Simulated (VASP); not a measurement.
# Ge (Fd-3m) in VASP: notebook

Ge is run at these levels: PBE; tasks: electric field gradients.

Everything below comes from runs of VASP 6.6.1. Logs are shortened: lines on timing, memory, paths and dates and some standing lists are left out, and cuts for length are marked.

## (1) The cell of the first run

It takes space group Fd-3m (No. 227, cubic). Conventional cell: a = 5.658 Å, b = 5.658 Å, c = 5.658 Å, α = 90.00°, β = 90.00°, γ = 90.00°. Within 3.2 Å of Ge (site symmetry -43m) lie 4 Ge at 2.45 Å.

## (2) Electric field gradients, PBE, non-collinear spin, zero start, spin-orbit coupling

INCAR reads:

```
SYSTEM = Ge
ALGO     = Normal         ! electronic algorithm
EDIFF    = 1E-8           ! SCF threshold, eV
ENCUT    = 520            ! plane-wave cutoff, eV
GGA      = PE             ! functional
GGA_COMPAT= .False.      
ISIF     = 2              ! what is computed and relaxed
ISMEAR   = -1             ! smearing method
LASPH    = .True.         ! aspherical terms in the spheres
LCHARG   = .False.        ! write CHGCAR
LEFG     = .True.       
LORBIT   = 11             ! projections on sites
LORBMOM  = .True.       
LREAL    = .False.        ! projectors in reciprocal space
LSORBIT  = .True.         ! spin-orbit coupling
LWAVE    = .False.        ! write WAVECAR
MAGMOM   = 0 0 0 0 0 0    ! initial moments
NBANDS   = 40             ! bands
NELM     = 150            ! most SCF steps
PREC     = Accurate       ! precision mode
SIGMA    = 0.05           ! smearing width, eV
```

KPOINTS reads:

```
k-points
0
Gamma
  11 11 11
  0 0 0
```

POSCAR reads:

```
Ge
1.0
    0.0000000000      2.8287700000      2.8287700000
    2.8287700000      0.0000000000      2.8287700000
    2.8287700000      2.8287700000      0.0000000000
Ge
2
Direct
    0.5000000000      0.5000000000      0.5000000000
    0.7500000000      0.7500000000      0.7500000000
```

Potentials or basis: VASP PAW PBE potentials, release 64 (Ge_d).

Run with:

```
$ cat potpaw_PBE.64/Ge_d/POTCAR > POTCAR
$ mpirun -np 1 vasp_ncl > vasp.out
```

OUTCAR:

```text
SYSTEM = Ge
   EDIFF = 1E-8
   ENCUT = 520
   GGA = PE
   ISIF = 2
   ISMEAR = -1
   LASPH = .True.
   LORBIT = 11
   LREAL = .False.
   LSORBIT = .True.
   NELM = 150
   PREC = Accurate

 ion  position               nearest neighbor table
   1  0.500  0.500  0.500-   2 2.45   2 2.45   2 2.45   2 2.45
   2  0.750  0.750  0.750-   1 2.45   1 2.45   1 2.45   1 2.45

  LATTYP: Found a face centered cubic cell.
 ALAT       =     5.6575400000

  Lattice vectors:

 A1 = (   0.0000000000,   2.8287700000,   2.8287700000)
 A2 = (   2.8287700000,   0.0000000000,   2.8287700000)
 A3 = (   2.8287700000,   2.8287700000,   0.0000000000)

Analysis of symmetry for initial positions (statically):
=====================================================================
 Subroutine PRICEL returns:
 Original cell was already a primitive cell.

 Routine SETGRP: Setting up the symmetry group for a
 face centered cubic supercell.

 Subroutine GETGRP returns: Found 48 space group operations
 (whereof 24 operations were pure point group operations)
 out of a pool of 48 trial point group operations.

The static configuration has the point symmetry T_d .
 The point group associated with its full space group is O_h .

Analysis of symmetry for dynamics (positions and initial velocities):
=====================================================================
 Subroutine PRICEL returns:
 Original cell was already a primitive cell.

 Routine SETGRP: Setting up the symmetry group for a
 face centered cubic supercell.

 Subroutine GETGRP returns: Found 48 space group operations
 (whereof 24 operations were pure point group operations)
 out of a pool of 48 trial point group operations.

The dynamic configuration has the point symmetry T_d .
 The point group associated with its full space group is O_h .

Analysis of structural, dynamic, and magnetic symmetry:
=====================================================================
 Subroutine PRICEL returns:
 Original cell was already a primitive cell.

 Routine SETGRP: Setting up the symmetry group for a
 face centered cubic supercell.

 Subroutine GETGRP returns: Found 48 space group operations
 (whereof 24 operations were pure point group operations)
 out of a pool of 48 trial point group operations.

The overall configuration has the point symmetry T_d .
 The point group associated with its full space group is O_h .

 Subroutine INISYM returns: Found 48 space group operations
 (whereof 24 operations are pure point group operations),
[... 1244 lines left out ...]
----------------------------------------------------------------------
 ion       Cq(MHz)       eta       Q (mb)
----------------------------------------------------------------------
   1       0.000       0.000       1.000
   2       0.000       0.000       1.000
----------------------------------------------------------------------

 orbital moment (x)

 # of ion     p       d       tot
 ----------------------------------------
  1        -0.000  -0.000  -0.000
  2        -0.000  -0.000  -0.000
 ----------------------------------------
           -0.000  -0.000  -0.000

 orbital moment (y)

 # of ion     p       d       tot
 ----------------------------------------
  1         0.000  -0.000   0.000
  2         0.000   0.000   0.000
 ----------------------------------------
            0.000  -0.000   0.000

 orbital moment (z)

 # of ion     p       d       tot
 ----------------------------------------
  1         0.000   0.000   0.000
  2         0.000   0.000   0.000
 ----------------------------------------
            0.000   0.000   0.000

 Spin-Orbit-Coupling matrix elements

 Ion:    1  E_soc:     -0.0183259
 l=   1
     0.0000000    -0.0021036    -0.0021036
    -0.0021036     0.0000000    -0.0021036
    -0.0021036    -0.0021036     0.0000000
 l=   2
     0.0000000    -0.0001901     0.0000000    -0.0001901    -0.0007606
    -0.0001901     0.0000000    -0.0005705    -0.0001901    -0.0001902
     0.0000000    -0.0005705     0.0000000    -0.0005705     0.0000000
    -0.0001901    -0.0001901    -0.0005705     0.0000000    -0.0001902
    -0.0007606    -0.0001902     0.0000000    -0.0001902     0.0000000
 l=   3
     0.0000000     0.0000000     0.0000000     0.0000000     0.0000000     0.0000000     0.0000000
     0.0000000     0.0000000     0.0000000     0.0000000     0.0000000     0.0000000     0.0000000
     0.0000000     0.0000000     0.0000000     0.0000000     0.0000000     0.0000000     0.0000000
     0.0000000     0.0000000     0.0000000     0.0000000     0.0000000     0.0000000     0.0000000
     0.0000000     0.0000000     0.0000000     0.0000000     0.0000000     0.0000000     0.0000000
     0.0000000     0.0000000     0.0000000     0.0000000     0.0000000     0.0000000     0.0000000
     0.0000000     0.0000000     0.0000000     0.0000000     0.0000000     0.0000000     0.0000000

 Ion:    2  E_soc:     -0.0183259
 l=   1
     0.0000000    -0.0021036    -0.0021036
    -0.0021036     0.0000000    -0.0021036
    -0.0021036    -0.0021036     0.0000000
 l=   2
     0.0000000    -0.0001901     0.0000000    -0.0001901    -0.0007606
    -0.0001901     0.0000000    -0.0005705    -0.0001901    -0.0001902
     0.0000000    -0.0005705     0.0000000    -0.0005705     0.0000000
    -0.0001901    -0.0001901    -0.0005705     0.0000000    -0.0001902
    -0.0007606    -0.0001902     0.0000000    -0.0001902     0.0000000
 l=   3
     0.0000000     0.0000000     0.0000000     0.0000000     0.0000000     0.0000000     0.0000000
     0.0000000     0.0000000     0.0000000     0.0000000     0.0000000     0.0000000     0.0000000
     0.0000000     0.0000000     0.0000000     0.0000000     0.0000000     0.0000000     0.0000000
     0.0000000     0.0000000     0.0000000     0.0000000     0.0000000     0.0000000     0.0000000
     0.0000000     0.0000000     0.0000000     0.0000000     0.0000000     0.0000000     0.0000000
     0.0000000     0.0000000     0.0000000     0.0000000     0.0000000     0.0000000     0.0000000
     0.0000000     0.0000000     0.0000000     0.0000000     0.0000000     0.0000000     0.0000000

 total charge

# of ion       s       p       d       tot
------------------------------------------
    1        1.130   1.265  10.024  12.418
    2        1.130   1.265  10.024  12.418
--------------------------------------------------
tot          2.260   2.529  20.048  24.837

 magnetization (x)

# of ion       s       p       d       tot
------------------------------------------
    1       -0.000  -0.000  -0.000  -0.000
    2       -0.000   0.000   0.000   0.000
--------------------------------------------------
tot         -0.000   0.000   0.000  -0.000

 magnetization (y)

# of ion       s       p       d       tot
------------------------------------------
    1        0.000   0.000  -0.000   0.000
    2        0.000   0.000   0.000   0.000
--------------------------------------------------
tot          0.000   0.000  -0.000   0.000

 magnetization (z)

# of ion       s       p       d       tot
------------------------------------------
    1       -0.000   0.000   0.000  -0.000
    2       -0.000  -0.000   0.000  -0.000
--------------------------------------------------
tot         -0.000   0.000   0.000  -0.000
```

OSZICAR:

```text
N       E                     dE             d eps       ncg     rms          rms(c)
DAV:   1     0.266830120286E+03    0.26683E+03   -0.13467E+04  5632   0.387E+03
DAV:   2     0.401118941080E+02   -0.22672E+03   -0.21702E+03  4480   0.867E+02
DAV:   3    -0.618317120118E+01   -0.46295E+02   -0.45666E+02  5008   0.203E+02
DAV:   4    -0.905140108616E+01   -0.28682E+01   -0.28625E+01  5256   0.585E+01
DAV:   5    -0.911277431472E+01   -0.61373E-01   -0.61369E-01  4896   0.978E+00    0.322E+00
DAV:   6    -0.905505911750E+01    0.57715E-01   -0.31345E-02  5248   0.178E+00    0.190E+00
DAV:   7    -0.902426579692E+01    0.30793E-01   -0.47051E-02  4840   0.205E+00    0.297E-01
DAV:   8    -0.902531517855E+01   -0.10494E-02   -0.46991E-03  5112   0.765E-01    0.123E-01
DAV:   9    -0.902614931770E+01   -0.83414E-03   -0.65976E-04  4792   0.245E-01    0.256E-02
DAV:  10    -0.902625105892E+01   -0.10174E-03   -0.12378E-04  4976   0.112E-01    0.776E-03
DAV:  11    -0.902625612254E+01   -0.50636E-05   -0.72678E-06  5320   0.317E-02    0.451E-03
DAV:  12    -0.902625821562E+01   -0.20931E-05   -0.26551E-06  4856   0.942E-03    0.197E-03
DAV:  13    -0.902625830876E+01   -0.93143E-07   -0.35670E-08  4384   0.176E-03    0.548E-04
DAV:  14    -0.902625831687E+01   -0.81091E-08   -0.17467E-09  3120   0.480E-04
   1 F= -.90262583E+01 E0= -.90260372E+01  d E =-.442157E-03  mag=     0.0000    -0.0000    -0.0000
```

It took 3.3 min on 1 thread of AMD EPYC 7R13 (Zen 3), shared host; peak memory 0.31 GiB.

What came out:

```
Free energy                                           : -9.0263 eV
Pressure                                              : 3.6 GPa
Net moment                                            : 0.00 μB per cell
Valence electrons inside the program's atomic spheres : Ge 12.42
```

Moments on the atoms (μB; x, y, z):
```
Ge  0.00 0.00 0.00
Ge  0.00 0.00 0.00
```

Caveat: without QUAD_EFG the Cq values of the log hold for a quadrupole moment of 1 mb, not for the nuclei.

## (3) Electric field gradients, PBE

INCAR reads:

```
PREC = Accurate
ENCUT = 520
EDIFF = 1E-8
ISMEAR = -1
SIGMA = 0.05
LREAL = False
LASPH = True
NELM = 100
ALGO = Normal
ISIF = 2
LWAVE = False
LCHARG = False
GGA = PE
LEFG = True
NBANDS = 21
```

KPOINTS reads:

```
regular mesh
0
Gamma
  3 3 3
```

POSCAR is that of step 2.

Potentials or basis: VASP PAW PBE potentials, release 64 (Ge_d).

Run with:

```
$ cat potpaw_PBE.64/Ge_d/POTCAR > POTCAR
$ mpirun -np 1 vasp_std > vasp.out
```

OUTCAR:

```text
PREC = Accurate
   ENCUT = 520
   EDIFF = 1E-8
   ISMEAR = -1
   LREAL = False
   LASPH = True
   NELM = 100
   ISIF = 2
   GGA = PE

 ion  position               nearest neighbor table
   1  0.500  0.500  0.500-   2 2.45   2 2.45   2 2.45   2 2.45
   2  0.750  0.750  0.750-   1 2.45   1 2.45   1 2.45   1 2.45

  LATTYP: Found a face centered cubic cell.
 ALAT       =     5.6575400000

  Lattice vectors:

 A1 = (   0.0000000000,   2.8287700000,   2.8287700000)
 A2 = (   2.8287700000,   0.0000000000,   2.8287700000)
 A3 = (   2.8287700000,   2.8287700000,   0.0000000000)

Analysis of symmetry for initial positions (statically):
=====================================================================
 Subroutine PRICEL returns:
 Original cell was already a primitive cell.

 Routine SETGRP: Setting up the symmetry group for a
 face centered cubic supercell.

 Subroutine GETGRP returns: Found 48 space group operations
 (whereof 24 operations were pure point group operations)
 out of a pool of 48 trial point group operations.

The static configuration has the point symmetry T_d .
 The point group associated with its full space group is O_h .

Analysis of symmetry for dynamics (positions and initial velocities):
=====================================================================
 Subroutine PRICEL returns:
 Original cell was already a primitive cell.

 Routine SETGRP: Setting up the symmetry group for a
 face centered cubic supercell.

 Subroutine GETGRP returns: Found 48 space group operations
 (whereof 24 operations were pure point group operations)
 out of a pool of 48 trial point group operations.

[... 135 lines left out ...]
 k-point     1 :       0.0000    0.0000    0.0000
  band No.  band energies     occupation
      1     -19.6655      2.00000
      2     -19.6655      2.00000
      3     -19.6655      2.00000
      4     -19.6313      2.00000
      5     -19.6313      2.00000
      6     -19.4193      2.00000
[... 85 lines left out ...]
     20      13.9999      0.00000
     21      18.6851      0.00000

------------------------ aborting loop because EDIFF is reached ----------------------------------------

  FORCE on cell =-STRESS in cart. coord.  units (eV):
  Direction    XX          YY          ZZ          XY          YZ          ZX
  --------------------------------------------------------------------------------------
  -------------------------------------------------------------------------------------
  Total        1.6438259      1.6438259      1.6438259      0.0000000      0.0000000      0.0000000
  in kB       58.1759514     58.1759514     58.1759514      0.0000000      0.0000000      0.0000000
  external PRESSURE =      58.1759514 kB  Pullay stress =       0.0000000 kB

 VOLUME and BASIS-vectors are now :
 -----------------------------------------------------------------------------
  energy-cutoff  :      520.00
  volume of cell :       45.27
      direct lattice vectors                 reciprocal lattice vectors
     0.000000000  2.828770000  2.828770000    -0.176755268  0.176755268  0.176755268
     2.828770000  0.000000000  2.828770000     0.176755268 -0.176755268  0.176755268
     2.828770000  2.828770000  0.000000000     0.176755268  0.176755268 -0.176755268

 POSITION                                       TOTAL-FORCE (eV/Angst)
 -----------------------------------------------------------------------------------
      2.82877      2.82877      2.82877         0.000000     -0.000000      0.000000
      4.24315      4.24315      4.24315        -0.000000      0.000000     -0.000000
 -----------------------------------------------------------------------------------
    total drift:                                0.000000     -0.000000     -0.000000

  FREE ENERGIE OF THE ION-ELECTRON SYSTEM (eV)
  ---------------------------------------------------
  free  energy   TOTEN  =        -8.2430213181 eV

  energy  without entropy=       -8.2346725388  energy(sigma->0) =       -8.23884693

 Electric field gradients (V/A^2)
---------------------------------------------------------------------
 ion       V_xx      V_yy      V_zz      V_xy      V_xz      V_yz
---------------------------------------------------------------------
   1       0.000     0.000     0.000     0.004     0.004     0.004
   2       0.000     0.000     0.000     0.004     0.004     0.004
---------------------------------------------------------------------

 Electric field gradients after diagonalization (V/A^2)
 (convention: |V_zz| > |V_xx| > |V_yy|)
----------------------------------------------------------------------
 ion       V_xx      V_yy      V_zz     asymmetry (V_yy - V_xx)/ V_zz
----------------------------------------------------------------------
   1      -0.004    -0.004     0.007       0.000
   2      -0.004    -0.004     0.007       0.000
----------------------------------------------------------------------

           NMR quadrupolar parameters

 Cq : quadrupolar parameter    Cq=e*Q*V_zz/h
 eta: asymmetry parameters     (V_yy - V_xx)/ V_zz
 Q  : nuclear electric quadrupole moment in mb (millibarn)
----------------------------------------------------------------------
 ion       Cq(MHz)       eta       Q (mb)
----------------------------------------------------------------------
   1       0.000       0.000       1.000
   2       0.000       0.000       1.000
----------------------------------------------------------------------
```

stdout:

```text
POSCAR found type information on POSCAR Ge
 POSCAR found :  1 types and       2 ions
 scaLAPACK will be used
 LDA part: xc-table for (Slater+PW92), standard interpolation
 POSCAR, INCAR and KPOINTS ok, starting setup
 FFT: planning ... GRIDC
 FFT: planning ... GRID_SOFT
 FFT: planning ... GRID
 WAVECAR not read
 entering main loop
ion   1

ion   2
```

Run time: 10 s. Hardware: 1 thread of Intel Xeon Platinum 8259CL at 2.50GHz (Skylake/Cascade Lake), shared host; peak memory 0.15 GiB.

Results:

```
Free energy : -8.2430 eV
Pressure    : 5.8 GPa
```

Caveat: the k points lie up to 0.64 Å⁻¹ apart; without QUAD_EFG the Cq values of the log hold for a quadrupole moment of 1 mb, not for the nuclei.
